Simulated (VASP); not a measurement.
Set up this calculation in VASP 6.6.1, as the native input.

```
Task                   : single point
Functional             : LDA
Potentials or basis    : VASP PAW LDA potentials, release 64 (Ag)
Cutoff                 : 520 eV
k mesh                 : 11 × 11 × 11
Occupations            : fermi-dirac, width 0.025 eV
Spin                   : collinear spin, ferromagnetic start
Starting moments       : [-0.36] μB
Dipole correction      : no
Further INCAR settings : ALGO = Fast; EDIFF = 1e-06; NBANDS = 16
```

The structure of Ag lies in POSCAR:

```
Ag
1.0
    0.0000000000      2.0828140930      2.0828140930
    2.0828140930      0.0000000000      2.0828140930
    2.0828140930      2.0828140930      0.0000000000
Ag
1
Direct
    0.0000000000      0.0000000000      0.0000000000
```

This cell differs from its parent crystal: volume scaled by 1.06.

The input as run:

INCAR

```
SYSTEM = Ag
PREC = Accurate ; ENCUT = 520
EDIFF = 1E-6 ; ISMEAR = -1
SIGMA = 0.025 ; LREAL = .FALSE.
LASPH = .TRUE. ; NELM = 150
ALGO = Fast ; ISIF = 2
LWAVE = .FALSE. ; LCHARG = .FALSE.
ISPIN = 2 ; MAGMOM = -0.36
LORBIT = 11 ; LMAXMIX = 4
GGA = CA ; NBANDS = 16
```

KPOINTS

```
Automatic mesh
0
G
  11 11 11
  0 0 0
```

Potentials or basis: VASP PAW LDA potentials, release 64 (Ag).

Run with:

```sh
$ cat potpaw_LDA.64/Ag/POTCAR > POTCAR
$ mpirun -np 1 vasp_std > vasp.out
```

Results of the run:

```
Pressure                                              : -12.0 GPa
Net moment                                            : 0.00 μB per cell
Valence electrons inside the program's atomic spheres : Ag 9.82
```

Wall time 12 s on 1 thread of Intel(R) Xeon(R) 6975P-C (Granite Rapids), on a shared host, peak memory 0.15 GiB.
